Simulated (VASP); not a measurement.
Wanted: the native input for a VASP 6.6.1 run.

| Property | Result |
| --- | --- |
| Task | relaxation of cell and atoms |
| Functional | LDA |
| Potentials or basis | VASP PAW LDA potentials, release 64 (Ca_sv, S) |
| Cutoff | 500 eV |
| k mesh | 6 × 6 × 6 |
| Occupations | gaussian, width 0.01 eV |
| Spin | no spin polarisation |
| Dipole correction | no |
| Further INCAR settings | ALGO = Normal; EDIFF = 1e-07; IBRION = 2; EDIFFG = -0.002; NSW = 100; ISIF = 3 |

The structure of CaS (Oldhamite) lies in POSCAR:

```
CaS
1.0
    0.0000000000      2.8430000000      2.8430000000
    2.8430000000      0.0000000000      2.8430000000
    2.8430000000      2.8430000000      0.0000000000
Ca S
1 1
Direct
    0.0000000000      0.0000000000      0.0000000000
    0.5000000000      0.5000000000      0.5000000000
```

These files were run (other wordings do the same):

INCAR

```
SYSTEM = CaS
PREC = Accurate ; ENCUT = 500
EDIFF = 1E-7 ; ISMEAR = 0
SIGMA = 0.01 ; LREAL = .False.
LASPH = .True. ; NELM = 120
ALGO = Normal ; ISIF = 3
LWAVE = .False. ; LCHARG = .False.
GGA = CA ; IBRION = 2
NSW = 100 ; EDIFFG = -0.002
GGA_COMPAT = .False. ; NELMIN = 4
```

KPOINTS

```
regular mesh
0
Gamma
  6 6 6
  0 0 0
```

Potentials or basis: VASP PAW LDA potentials, release 64 (Ca_sv, S).

Launch:

```bash
$ cat potpaw_LDA.64/Ca_sv/POTCAR potpaw_LDA.64/S/POTCAR > POTCAR
$ mpirun -np 1 vasp_std > vasp.out
```

Results of the run:

```
Relaxed volume                         : 21.62 Å³/atom
Relaxed cell                           : a = 3.940 Å, b = 3.940 Å, c = 3.940 Å, α = 60.00°, β = 60.00°, γ = 60.00°
Space group after relaxing (to 0.05 Å) : Fm-3m (No. 225)
Energy gained by relaxing              : 16.3 meV/atom
Ionic steps                            : 3
Pressure after relaxing                : 0.0 GPa
Band gap on the k mesh                 : 1.97 eV, indirect (least direct gap 2.84 eV)
```

It took 51 s on 1 thread of Intel Xeon 8259CL, on a shared host, peak memory 0.16 GiB.
